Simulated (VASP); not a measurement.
**Si: single point with LDA**

The system is Si.

```
Si
1.0
    -1.61048    1.61048    1.30699
     1.61048   -1.61048    1.30699
     1.61048    1.61048   -1.30699
Si
1
Direct
  0.00000 0.00000 0.00000
```

- Program: VASP 6.6.1
- Task: single point
- Functional: LDA
- Potentials or basis: VASP PAW LDA potentials, release 64 (Si)
- Cutoff: 520 eV
- k mesh: 14 × 14 × 14
- Occupations: fermi-dirac, width 0.2 eV
- Spin: no spin polarisation
- Dipole correction: no
- Further INCAR settings: ALGO = Normal; EDIFF = 1e-06; NBANDS = 8

```
Pressure               : 3.2 GPa
Band gap on the k mesh : zero (band 2 reaches 20.94 eV, above the bottom of band 3 at 7.60 eV)
```

Stress tensor (GPa, compression positive):
```
3.49 0.00 0.00
0.00 3.49 0.00
0.00 0.00 2.52
```

Levels at points of the mesh, in eV from the Fermi level:
```
           k point  band 1  band 2  band 3  band 4  band 5  band 6
(0.00, 0.00, 0.00)  -15.00    9.62   10.32   10.32   13.10   14.15
(0.50, 0.00, 0.00)   -6.62   -6.15    4.89    6.31    6.68    9.48
(0.50, 0.50, 0.00)   -8.66   -7.60    9.21   11.56   11.93   11.95
(0.50, 0.50, 0.50)   -2.47   -2.47   -1.42    1.07    4.24    6.68
```

Wall time 24 s on 1 thread of Intel Xeon 8259CL, with other jobs on the host, peak memory 0.12 GiB.
